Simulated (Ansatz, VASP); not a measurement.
# HfO2: VASP beside Ansatz

```
CELL_PARAMETERS angstrom
5.09331 0.00000 0.00000
0.00000 10.08354 0.00000
0.00000 0.00000 5.26222
ATOMIC_POSITIONS crystal
Hf 0.74608 0.88434 0.96459
Hf 0.24608 0.61566 0.03541
Hf 0.25392 0.38434 0.53541
Hf 0.75392 0.11566 0.46459
Hf 0.25392 0.11566 0.03541
Hf 0.75392 0.38434 0.96459
Hf 0.74608 0.61566 0.46459
Hf 0.24608 0.88434 0.53541
O 0.87437 0.78938 0.62655
O 0.37437 0.71062 0.37345
O 0.12563 0.28938 0.87345
O 0.62563 0.21062 0.12655
O 0.12563 0.21062 0.37345
O 0.62563 0.28938 0.62655
O 0.87437 0.71062 0.12655
O 0.37437 0.78938 0.87345
O 0.50261 0.97732 0.26149
O 0.00261 0.52268 0.73851
O 0.49739 0.47732 0.23851
O 0.99739 0.02268 0.76149
O 0.49739 0.02268 0.73851
O 0.99739 0.47732 0.26149
O 0.50261 0.52268 0.76149
O 0.00261 0.97732 0.23851
```

Change from the starting cell: volume scaled by 1.02, ions relaxed.

Alike in both runs: functional PBE; k mesh 5 × 3 × 5; occupations fermi-dirac, width 0.02 eV; no spin polarisation.

Ansatz relaxed the structure, and its values are those at the end. VASP's run is a single point on that final structure, the one shown.

|  | VASP | Ansatz |
| --- | --- | --- |
| version | VASP 6.6.1 | Ansatz 0.2.0 |
| potentials or method | VASP PAW PBE potentials, release 64 (Hf_pv, O) | plane-wave PAW, scalar-relativistic |
| plane-wave cutoff (eV) | 520 | 420 |
| valence electrons in the cell | 176 | 304 |

|  | VASP | Ansatz | Ansatz less VASP |
| --- | --- | --- | --- |
| gap on the k mesh at the Fermi level (eV) | 4.20 | 4.25 | +0.046 |
| pressure (GPa) | -2.2 | 1.1 | +3.23 |
| rms of the force components (eV/Å) | 0.024 | 0.005 | -0.0191 |

VASP's potentials hold 176 valence electrons a cell and Ansatz's 304, so a difference there can come from the potentials and not from the codes. Ansatz's warnings: stress scf threshold loose.

Neither program's run includes spin-orbit coupling.
